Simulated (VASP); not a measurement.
Runs of VASP 6.6.1 on BaZrO3. The structure is that of space group Pm-3m (No. 221), or close to it. The cells are those of the table. 

```tsv
task	cell	cutoff (eV)	gap on the mesh (eV)	pressure (GPa)
relaxation of cell and atoms	relaxed from a = 4.191 Å, 5 atoms	600	3.12	0.0
single point	a = 4.176 Å, 5 atoms	520	3.21	7.1
single point	a = 4.191 Å, 5 atoms	520	3.19	5.1
single point	a = 4.160 Å, 5 atoms	520	3.24	9.2
relaxation of cell and atoms	relaxed to 6 GPa from a = 4.191 Å, 5 atoms	600	3.20	6.0
relaxation of cell and atoms	relaxed to 4 GPa from a = 4.191 Å, 5 atoms	600	(c)	4.0
single point	a = 4.209 Å, 5 atoms	520	3.16	(a)
single point	a = 4.227 Å, 5 atoms	520	(b)	0.9
```

Alike in all rows: level PBE; potentials or basis VASP PAW PBE potentials, release 64 (Ba_sv, Zr_sv, O); no spin polarisation; k mesh 6 × 6 × 6; smearing gaussian 0.01 eV.

Task: Estimate the missing entries.

Result: (a) 3.0; (b) 3.13; (c) 3.18.

Caveats: spin-orbit coupling is left out, which moves the levels of the heavy elements; the cell is relaxed towards a set pressure, so the enthalpy falls and the energy may rise (some runs).

A k mesh can miss the band edges, and the runs leave out spin-orbit coupling on Ba, Zr.
